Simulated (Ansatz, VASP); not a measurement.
**Two plane-wave programs on SiC**

```xyz
2
Lattice="0.0000 2.1790 2.1790 2.1790 0.0000 2.1790 2.1790 2.1790 0.0000" Properties=species:S:1:pos:R:3 pbc="T T T"
Si    0.0000    0.0000    0.0000
C     1.0895    1.0895    1.0895
```

Alike in both runs: task single point; functional PBE; k mesh 8 × 8 × 8; occupations fermi-dirac, width 0.02 eV; no spin polarisation.

|  | VASP | Ansatz |
| --- | --- | --- |
| version | VASP 6.6.1 | Ansatz 0.2.0 |
| potentials or method | VASP PAW PBE potentials, release 64 (Si, C), cutoff 520 eV | plane waves, PAW |
| valence electrons in the cell | 8 | 8 |

VASP gave:

```
pressure (GPa) : 3.2
```

What did Ansatz give for the same quantities?

Pressure (GPa): 3.3.
